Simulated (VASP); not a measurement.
Write the native input for VASP 6.6.1 that does the following.

```
Task                   : single point
Functional             : LDA
Potentials or basis    : VASP PAW LDA potentials, release 64 (Ag)
Cutoff                 : 520 eV
k mesh                 : 13 × 13 × 13
Occupations            : fermi-dirac, width 0.03 eV
Spin                   : no spin polarisation
Dipole correction      : no
Further INCAR settings : ALGO = Normal; EDIFF = 1e-06; NBANDS = 12
```

The structure of Ag lies in POSCAR:

```
Ag
1.0
    0.0000000000      1.9996579419      1.9996579419
    1.9996579419      0.0000000000      1.9996579419
    1.9996579419      1.9996579419      0.0000000000
Ag
1
Direct
    0.0000000000      0.0000000000      0.0000000000
```

One way to write it, as run:

INCAR

```
ALGO     = Normal         # electronic algorithm
EDIFF    = 1E-6           # SCF threshold, eV
ENCUT    = 520            # plane-wave cutoff, eV
ISIF     = 2              # what is computed and relaxed
ISMEAR   = -1             # smearing method
LASPH    = True           # aspherical terms in the spheres
LCHARG   = False          # write CHGCAR
LREAL    = False          # projectors in reciprocal space
LWAVE    = False          # write WAVECAR
NBANDS   = 12             # bands
NELM     = 100            # most SCF steps
PREC     = Accurate       # precision mode
SIGMA    = 0.03           # smearing width, eV
```

KPOINTS

```
k-points
0
Gamma
  13 13 13
```

Potentials or basis: VASP PAW LDA potentials, release 64 (Ag).

The run is started by

```sh
$ cat potpaw_LDA.64/Ag/POTCAR > POTCAR
$ mpirun -np 1 vasp_std > vasp.out
```

Results of the run:

| Quantity | Value |
| --- | --- |
| Pressure | 0.1 GPa |

Run time: 8 s on 1 thread of Intel(R) Xeon(R) Platinum 8488C (Sapphire Rapids), with other jobs on the host, peak memory 0.14 GiB.
